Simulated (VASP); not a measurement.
BaTe: single point with PBE

The system is BaTe.

```
CELL_PARAMETERS angstrom
4.80790 0.00000 0.00000
-2.40395 4.16376 0.00000
0.00000 0.00000 4.40996
ATOMIC_POSITIONS crystal
Ba 0.33333 0.66667 0.00000
Te 0.66667 0.33333 0.50000
```

```yaml
Program: VASP 6.6.1
Task: single point
Functional: PBE
Potentials_or_basis: VASP PAW PBE potentials, release 64 (Ba_sv, Te)
Cutoff: 400 eV
k_mesh: 6 × 6 × 6
Occupations: gaussian, width 0.02 eV
Spin: non-collinear spin, zero start, spin-orbit coupling
Starting_moments: "[[0.0, 0.0, 0.0], [0.0, 0.0, 0.0]] μB"
Dipole_correction: no
k_mesh_for_the_DOS: 9 × 9 × 9
Occupations_for_the_DOS: tetrahedron
Further_INCAR_settings: ALGO = Normal; EDIFF = 1e-06; NBANDS = 28
```

```json
{
 "Net moment": "0.00 μB per cell",
 "Valence electrons inside the program's atomic spheres": "Ba 7.88; Te 3.46"
}
```

Moments on the atoms (μB; x, y, z):
```
Ba  0.00 0.00 0.00
Te  0.00 0.00 0.00
```

Wall time 5.3 min on 1 thread of Oxide Virtual Turin-like Processor (shared host), peak memory 0.41 GiB.
